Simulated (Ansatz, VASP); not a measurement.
**One calculation of CdS, two programs**

INCAR

```
SYSTEM = CdS
ALGO = Normal
EDIFF = 1E-6
ENCUT = 520
GGA = PE
ISIF = 2
ISMEAR = -1
LASPH = .TRUE.
LCHARG = .FALSE.
LREAL = .FALSE.
LWAVE = .FALSE.
NBANDS = 16
NELM = 80
PREC = Accurate
SIGMA = 0.02
```

File KPOINTS:

```
k-points
0
G
  8 8 8
  0 0 0
```

The input POSCAR:

```
CdS
1.0
    0.0293921484      2.9686069884      2.9686069884
    2.9686069884      0.0293921484      2.9686069884
    2.9686069884      2.9686069884      0.0293921484
Cd S
1 1
Direct
    0.0010506580      0.0010506580      0.0010506580
    0.2489493420      0.2489493420      0.2489493420
```

Input for Ansatz:

```yaml
crystal:
  lattice:
    - [0.0293921484, 2.9686069884, 2.9686069884]
    - [2.9686069884, 0.0293921484, 2.9686069884]
    - [2.9686069884, 2.9686069884, 0.0293921484]
  atoms:
    - { symbol: Cd, position: [0.001050658, 0.001050658, 0.001050658] }
    - { symbol: S, position: [0.248949342, 0.248949342, 0.248949342] }
kpoints:
  mp_grid: { grid: [8, 8, 8] }
  band_path:
    path:
      - [0.0, 0.0, 0.0]
      - [-0.5, -0.5, 0.0]
      - [-0.375, -0.375, 0.25]
      - [-0.375, 0.0, 0.375]
      - [0.0, 0.0, 0.5]
      - [-0.5, -0.25, 0.25]
    npoints: 1
hamiltonian:
  xc: pbe
scf:
  occupations: { method: fermi_dirac, width: 0.02 }
  n_extra_bands: 4
output:
  forces: true
  stress: true
  eigenvalues: true
```

Change from the starting cell: shear_111 strain +1.5%.

Alike in both runs: task single point; functional PBE; k mesh 8 × 8 × 8; occupations fermi-dirac, width 0.02 eV; no spin polarisation.

|  | VASP | Ansatz |
| --- | --- | --- |
| version | VASP 6.6.1 | Ansatz 0.2.0 |
| potentials or method | VASP PAW PBE potentials, release 64 (Cd, S) | plane waves, PAW |
| plane-wave cutoff (eV) | 520 | 420 |
| valence electrons in the cell | 18 | 26 |

```tsv
	VASP	Ansatz	Ansatz less VASP
gap on the k mesh at the Fermi level (eV)	1.04	1.04	-0.002
pressure (GPa)	0.8	0.5	-0.30
traceless stress, the component that is largest in VASP (GPa)	-0.26	-0.25	+0.001
```

With one functional, cell and mesh, what is left measures potentials, basis and numerics. VASP's potentials hold 18 valence electrons a cell and Ansatz's 26, so a difference there can come from the potentials and not from the codes.
